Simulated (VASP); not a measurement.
# Sb (R-3m) in VASP: notebook

Runs on Sb. Level: r2SCAN. Tasks: single point.

All numbers are computed with VASP 6.6.1; they aren't measurements. Logs are shortened: lines on timing, memory, paths and dates and some standing lists are left out, and cuts for length are marked.

**1. The cell of the first run**

The structure is trigonal, space group R-3m (No. 166). Conventional cell: a = 4.341 Å, b = 4.341 Å, c = 11.613 Å, α = 90.00°, β = 90.00°, γ = 120.00°. Within 3.8 Å of Sb (site symmetry 3m) lie 6 Sb at 2.92 to 3.45 Å.

**2. Single point, r2SCAN**

Contents of POSCAR:

```
Sb
1.0
    2.1706020527      1.2531976795      3.8710910875
   -2.1706020527      1.2531976795      3.8710910875
    0.0000000000     -2.5063953589      3.8710910875
Sb
2
Direct
    0.2313018333      0.2313018333      0.2313018333
    0.7686981667      0.7686981667      0.7686981667
```

Contents of INCAR.step1:

```
SYSTEM = Sb
ALGO = Normal ; EDIFF = 1E-4
ENCUT = 520 ; GGA = PE
ISMEAR = -1 ; LASPH = .TRUE.
LCHARG = .FALSE. ; LREAL = .FALSE.
LWAVE = .TRUE. ; NBANDS = 12
NELM = 60 ; PREC = Accurate
SIGMA = 0.1
```

Contents of INCAR.step2:

```
SYSTEM = Sb
ALGO = Normal ; EDIFF = 1E-7
ENCUT = 520 ; ISIF = 2
ISMEAR = -1 ; ISTART = 1
LASPH = .TRUE. ; LCHARG = .FALSE.
LMIXTAU = .TRUE. ; LREAL = .FALSE.
LWAVE = .FALSE. ; METAGGA = R2SCAN
NBANDS = 12 ; NELM = 60
PREC = Accurate ; SIGMA = 0.1
```

Contents of KPOINTS:

```
k-points
0
G
  7 7 7
  0 0 0
```

Potentials or basis: VASP PAW PBE potentials, release 64 (Sb).

The run is started by

```
cat potpaw_PBE.64/Sb/POTCAR > POTCAR
cp INCAR.step1 INCAR
mpirun -np 1 vasp_std > vasp.out
cp INCAR.step2 INCAR
mpirun -np 1 vasp_std > vasp.out
```

OUTCAR:

```text
SYSTEM = Sb
   EDIFF = 1E-7
   ENCUT = 520
   ISIF = 2
   ISMEAR = -1
   ISTART = 1
   LASPH = .TRUE.
   LREAL = .FALSE.
   METAGGA = R2SCAN
   NELM = 60
   PREC = Accurate

 ion  position               nearest neighbor table
   1  0.231  0.231  0.231-   2 2.92   2 2.92   2 2.92   2 3.45   2 3.45   2 3.45
   2  0.769  0.769  0.769-   1 2.92   1 2.92   1 2.92   1 3.45   1 3.45   1 3.45

  LATTYP: Found a trigonal (rhomboedric) cell.
 ALAT       =     4.6116552238
 COS(alpha) =     0.5569255040

  Lattice vectors:

 A1 = (   2.1706020527,   1.2531976795,   3.8710910875)
 A2 = (  -2.1706020527,   1.2531976795,   3.8710910875)
 A3 = (   0.0000000000,  -2.5063953589,   3.8710910875)

Analysis of symmetry for initial positions (statically):
=====================================================================
 Subroutine PRICEL returns:
 Original cell was already a primitive cell.

 Routine SETGRP: Setting up the symmetry group for a
 trigonal (rhombohedral) supercell.

 Subroutine GETGRP returns: Found 12 space group operations
 (whereof 12 operations were pure point group operations)
 out of a pool of 12 trial point group operations.

The static configuration has the point symmetry D_3d.

Analysis of symmetry for dynamics (positions and initial velocities):
=====================================================================
 Subroutine PRICEL returns:
 Original cell was already a primitive cell.

 Routine SETGRP: Setting up the symmetry group for a
 trigonal (rhombohedral) supercell.

 Subroutine GETGRP returns: Found 12 space group operations
 (whereof 12 operations were pure point group operations)
 out of a pool of 12 trial point group operations.

The dynamic configuration has the point symmetry D_3d.

 Subroutine INISYM returns: Found 12 space group operations
 (whereof 12 operations are pure point group operations),
 and found     1 'primitive' translations

----------------------------------------------------------------------------------------

                                     Primitive cell

  volume of cell :      63.1807

  direct lattice vectors                    reciprocal lattice vectors
     2.170602053  1.253197679  3.871091087     0.230350837  0.132993118  0.086108367
    -2.170602053  1.253197679  3.871091087    -0.230350837  0.132993118  0.086108367
     0.000000000 -2.506395359  3.871091087     0.000000000 -0.265986236  0.086108367

  length of vectors
     4.611655224  4.611655224  4.611655224     0.279577053  0.279577053  0.279577053

  position of ions in fractional coordinates (direct lattice)
     0.231301833  0.231301833  0.231301833
     0.768698167  0.768698167  0.768698167

  ion indices of the primitive-cell ions
   primitive index   ion index
                 1           1
                 2           2

----------------------------------------------------------------------------------------

 KPOINTS: k-points

Automatic generation of k-mesh.
 Grid dimensions read from file:
 generate k-points for:    7    7    7

 Generating k-lattice:

  Cartesian coordinates                     Fractional coordinates (reciprocal lattice)
     0.032907262  0.018999017  0.012301195     0.142857143  0.000000000  0.000000000
    -0.032907262  0.018999017  0.012301195     0.000000000  0.142857143  0.000000000
     0.000000000 -0.037998034  0.012301195     0.000000000  0.000000000  0.142857143

  Length of vectors
     0.039939579  0.039939579  0.039939579

  Shift w.r.t. Gamma in fractional coordinates (k-lattice)
     0.000000000  0.000000000  0.000000000

 Subroutine IBZKPT returns following result:
 ===========================================

 Found     44 irreducible k-points:

 Following reciprocal coordinates:
            Coordinates               Weight
  0.000000  0.000000  0.000000      1.000000
  0.142857  0.000000  0.000000      6.000000
  0.285714  0.000000  0.000000      6.000000
  0.428571 -0.000000  0.000000      6.000000
  0.142857  0.142857  0.000000      6.000000
  0.285714  0.142857  0.000000     12.000000
[... 16 lines left out ...]
  0.285714  0.285714  0.142857      6.000000
  0.428571  0.285714  0.142857     12.000000
 [... further k-points ...]
   k-points           NKPTS =     44   k-points in BZ     NKDIM =     44   number of bands    NBANDS=     12
   number of dos      NEDOS =    301   number of ions     NIONS =      2
   total plane-waves  NPLWV =  46656
   dimension x,y,z NGX =    36 NGY =   36 NGZ =   36
   dimension x,y,z NGXF=    72 NGYF=   72 NGZF=   72
   ions per type =               2
   NGX,Y,Z   is equivalent  to a cutoff of  12.98, 12.98, 12.98 a.u.
   NGXF,Y,Z  is equivalent  to a cutoff of  25.96, 25.96, 25.96 a.u.
 SYSTEM =  Sb
   PREC   = accura    normal or accurate (medium, high low for compatibility)
   ISTART =      1    job   : 0-new  1-cont  2-samecut
   ICHARG =      0    charge: 1-file 2-atom 10-const
   ISPIN  =      1    spin polarized calculation?
   LNONCOLLINEAR =      F non collinear calculations
   LSORBIT =      F    spin-orbit coupling
   LASPH  =      T    aspherical Exc in radial PAW
   ENCUT  =  520.0 eV  38.22 Ry    6.18 a.u.   8.57  8.57  8.57*2*pi/ulx,y,z
   NELM   =     60;   NELMIN=  2; NELMDL=  0     # of ELM steps
   EDIFF  = 0.1E-06   stopping-criterion for ELM
   LREAL  =      F    real-space projection
   EDIFFG = 0.1E-05   stopping-criterion for IOM
   NSW    =      0    number of steps for IOM
   IBRION =     -1    ionic relax: 0-MD 1-quasi-New 2-CG
   NFREE  =      0    steps in history (QN), initial steepest desc. (CG)
   ISIF   =      2    stress and relaxation
   ISYM   =      2    0-nonsym 1-usesym 2-fastsym
   POTIM  = 0.5000    time-step for ionic-motion
   TEBEG  =    0.0;   TEEND  =   0.0 temperature during run
   PSTRESS=    0.0 pullay stress
   NELECT =      10.0000    total number of electrons
   NUPDOWN=      -1.0000    fix difference up-down
   EMIN   =  10.00;   EMAX   =-10.00  energy-range for DOS
   EFERMI =   0.00;   METHOD = LEGACY
   ISMEAR =    -1;   SIGMA  =   0.10  broadening in eV -4-tet -1-fermi 0-gaus
   EFERMI_NEDOS =   21; number of points for ismear=-14 and -15
   IALGO  =     38    algorithm
   IMIX   =      4    mixing-type and parameters
     AMIX     =   0.40;   BMIX     =  1.00
     AMIX_MAG =   1.60;   BMIX_MAG =  1.00
  volume/ion in A,a.u.               =      31.59       213.18
  Fermi-wavevector in a.u.,A,eV,Ry     =   0.885551  1.673448 10.669686  0.784200
  Thomas-Fermi vector in A             =   2.006599
   LORBIT       =      0    0 simple, 1 ext, 2 COOP (PROOUT), +10 PAW based schemes
   METAGGA = R2SCAN    functional components
   LHFCALC =     F    Hartree Fock is set to
   AEXX    =    0.0000 exact exchange contribution
   IVDW    =     0    specifies the selected vdW correction
   LEPSILON=     F    determine dielectric tensor
   LRPA    =     F    only Hartree local field effects (RPA)
 non-spin polarized calculation
  energy-cutoff  :      520.00
  volume of cell :       63.18
 maximum number of plane-waves:      1713
 NGX is ok and might be reduce to    36
   NGX = 17   NGY = 17   NGZ = 17

 number of electron      10.0000000 magnetization

 Free energy of the ion-electron system (eV)
  ---------------------------------------------------
  ext. energy  EPLUGINS =         0.00000000
  ---------------------------------------------------
  free energy    TOTEN  =       -51.41206017 eV

  energy without entropy =      -51.40543114  energy(sigma->0) =      -51.40874565

 E-fermi :   6.7491     XC(G=0):  -9.7800

 val. band max:        6.6165000008   @ k =   0.4286   0.2857   0.2857
 cond. band min:       6.8829325615   @ k =   0.4286  -0.0000   0.0000
 fundamental gap:      0.2664325607
 Fermi energy:         6.7490939018

 k-point     1 :       0.0000    0.0000    0.0000
  band No.  band energies     occupation
      1      -6.3507      2.00000
      2       1.6517      2.00000
      3       4.4758      2.00000
      4       4.7952      2.00000
      5       4.7952      2.00000
      6       8.6179      0.00000
      7       9.3506      0.00000
      8       9.3506      0.00000
      9      12.2955      0.00000
     10      12.2955      0.00000
     11      12.5150      0.00000
     12      13.8848      0.00000

 k-point     2 :       0.1429    0.0000    0.0000
  band No.  band energies     occupation
      1      -6.1220      2.00000
      2       0.7586      2.00000
      3       4.5120      2.00000
      4       4.7181      2.00000
      5       5.0866      2.00000
      6       8.5616      0.00000
      7       8.8852      0.00000
      8       8.9399      0.00000
      9      11.6413      0.00000
     10      12.1515      0.00000
     11      12.3950      0.00000
     12      15.1633      0.00000

 k-point     3 :       0.2857    0.0000    0.0000
  band No.  band energies     occupation
      1      -5.4466      2.00000
      2      -0.9634      2.00000
      3       4.4895      2.00000
      4       4.5793      2.00000
      5       5.6324      1.99997
      6       7.7366      0.00010
      7       7.9720      0.00001
      8       8.1072      0.00000
      9      12.2386      0.00000
     10      12.8921      0.00000
     11      13.5181      0.00000
     12      17.5299      0.00000

 k-point     4 :       0.4286   -0.0000    0.0000
  band No.  band energies     occupation
      1      -4.3967      2.00000
      2      -2.6556      2.00000
      3       4.4986      2.00000
      4       4.5586      2.00000
      5       6.1568      1.99466
      6       6.8829      0.41555
      7       7.1707      0.02907
      8       7.5400      0.00073
      9      13.7234      0.00000
     10      14.9639      0.00000
     11      15.4620      0.00000
     12      15.9786      0.00000

 k-point     5 :       0.1429    0.1429    0.0000
  band No.  band energies     occupation
      1      -6.0661      2.00000
      2       0.6759      2.00000
      3       4.0091      2.00000
      4       4.3363      2.00000
      5       5.9101      1.99955
      6       7.6842      0.00017
      7       8.9920      0.00000
      8       9.7732      0.00000
      9      11.5493      0.00000
     10      12.6170      0.00000
     11      13.0001      0.00000
     12      14.3471      0.00000
[... 228 lines left out ...]
      1      -4.5686      2.00000
      2      -2.1679      2.00000
      3       3.8968      2.00000
      4       3.9391      2.00000
      5       4.7080      2.00000
      6       8.1828      0.00000
      7       8.3649      0.00000
      8       8.6228      0.00000
      9      11.6966      0.00000
     10      15.4912      0.00000
     11      15.8603      0.00000
     12      17.0711      0.00000

 k-point    22 :      -0.1429    0.1429    0.1429
  band No.  band energies     occupation
      1      -5.5111      2.00000
      2      -0.5398      2.00000
      3       3.9783      2.00000
      4       4.0790      2.00000
      5       5.0589      2.00000
      6       7.7994      0.00005
      7       8.7651      0.00000
      8       9.4946      0.00000
      9      11.2354      0.00000
     10      13.4486      0.00000
     11      13.9120      0.00000
     12      16.0584      0.00000

 k-point    23 :       0.2857    0.2857    0.1429
  band No.  band energies     occupation
      1      -5.6855      2.00000
      2      -0.4618      2.00000
      3       3.8117      2.00000
      4       4.1650      2.00000
      5       5.8991      1.99959
      6       7.8928      0.00002
      7       9.1121      0.00000
      8       9.4452      0.00000
      9      11.5693      0.00000
     10      13.6066      0.00000
     11      14.2290      0.00000
     12      15.2427      0.00000

 k-point    24 :       0.4286    0.2857    0.1429
  band No.  band energies     occupation
      1      -5.1102      2.00000
      2      -1.1911      2.00000
      3       2.6886      2.00000
      4       3.7527      2.00000
      5       5.4915      1.99999
      6       8.2352      0.00000
      7       9.3875      0.00000
      8      10.2505      0.00000
      9      11.7222      0.00000
     10      14.3934      0.00000
     11      15.4763      0.00000
     12      15.6458      0.00000

 [... further k-points ...]

------------------------ aborting loop because EDIFF is reached ----------------------------------------

  FORCE on cell =-STRESS in cart. coord.  units (eV):
  Direction    XX          YY          ZZ          XY          YZ          ZX
  --------------------------------------------------------------------------------------
  -------------------------------------------------------------------------------------
  Total        0.0630460      0.0630460     -0.0284386      0.0000000     -0.0000000      0.0000000
  in kB        1.5987616      1.5987616     -0.7211658      0.0000000     -0.0000000      0.0000000
  external PRESSURE =       0.8254525 kB  Pullay stress =       0.0000000 kB

 VOLUME and BASIS-vectors are now :
 -----------------------------------------------------------------------------
  energy-cutoff  :      520.00
  volume of cell :       63.18
      direct lattice vectors                 reciprocal lattice vectors
     2.170602053  1.253197679  3.871091087     0.230350837  0.132993118  0.086108367
    -2.170602053  1.253197679  3.871091087    -0.230350837  0.132993118  0.086108367
     0.000000000 -2.506395359  3.871091087     0.000000000 -0.265986236  0.086108367

 POSITION                                       TOTAL-FORCE (eV/Angst)
 -----------------------------------------------------------------------------------
      0.00000      0.00000      2.68617         0.000000      0.000000      0.030112
      0.00000      0.00000      8.92710         0.000000     -0.000000     -0.030112
 -----------------------------------------------------------------------------------
    total drift:                                0.000000     -0.000000      0.000000

  FREE ENERGIE OF THE ION-ELECTRON SYSTEM (eV)
  ---------------------------------------------------
  free  energy   TOTEN  =       -51.4120601714 eV

  energy  without entropy=      -51.4054311376  energy(sigma->0) =      -51.40874565
```

Run time: 2 min. Hardware: 1 thread of Intel Xeon Platinum 8259CL at 2.50GHz (Skylake/Cascade Lake), shared host; peak memory 0.22 GiB.

What came out:

* Free energy: -51.4121 eV
* Pressure: 0.1 GPa
* Largest force: 0.030 eV/Å
* Band gap on the k mesh: 0.27 eV, indirect (least direct gap 0.72 eV)

Forces on the atoms (eV/Å):
```
Sb   0.000  0.000  0.030
Sb   0.000  0.000 -0.030
```

Stress tensor (GPa, compression positive):
```
 0.16  0.00  0.00
 0.00  0.16  0.00
 0.00  0.00 -0.07
```

Caveat: the PAW data sets were made with another functional, which shifts forces and pressure a little; spin-orbit coupling is left out, which moves the levels of the heavy elements. A k mesh can miss the band edges.

**3. Single point, r2SCAN**

POSCAR is that of step 2.

Contents of INCAR.step1:

```
  PREC = Accurate
  ENCUT = 520
  ISMEAR = -1
  SIGMA = 0.1
  LREAL = False
  LASPH = True
  NELM = 100
  NBANDS = 12
  GGA = PE
  ALGO = Normal
  EDIFF = 1E-4
  LWAVE = True
  LCHARG = False
```

Contents of INCAR.step2:

```
  PREC = Accurate
  ENCUT = 520
  EDIFF = 1E-6
  ISMEAR = -1
  SIGMA = 0.1
  LREAL = False
  LASPH = True
  NELM = 100
  ALGO = Normal
  ISIF = 2
  LWAVE = False
  LCHARG = True
  METAGGA = R2SCAN
  LMIXTAU = True
  LELF = True
  LVHAR = True
  NBANDS = 12
  ISTART = 1
```

Contents of KPOINTS:

```
Automatic mesh
0
Gamma
  9 9 9
```

Potentials or basis: VASP PAW PBE potentials, release 64 (Sb).

The run is started by

```
cat potpaw_PBE.64/Sb/POTCAR > POTCAR
cp INCAR.step1 INCAR
mpirun -np 1 vasp_std > vasp.out
cp INCAR.step2 INCAR
mpirun -np 1 vasp_std > vasp.out
```

Wall time 3.1 min (1 thread of Intel Xeon Platinum 8259CL at 2.50GHz (Skylake/Cascade Lake), shared host); peak memory 0.24 GiB.

The run converged. Its results:

* Free energy: -51.4009 eV
* Pressure: 0.1 GPa
* Largest force: 0.054 eV/Å
* Band gap on the k mesh: 0.13 eV, indirect (least direct gap 0.58 eV)

Forces in eV/Å, atoms in the order of the input:
```
Sb   0.000  0.000  0.054
Sb   0.000  0.000 -0.054
```

Levels at points of the mesh, in eV from the valence-band top:
```tsv
k point	band 2	band 3	band 4	band 5	band 6	band 7	band 8	band 9
(0.00, 0.00, 0.00)	-5.02	-2.19	-1.88	-1.88	1.94	2.68	2.68	5.63
```

Caveat: the PAW data sets were made with another functional, which shifts forces and pressure a little; spin-orbit coupling is left out, which moves the levels of the heavy elements. A k mesh can miss the band edges.

(Part 1 of 2 ends here.)
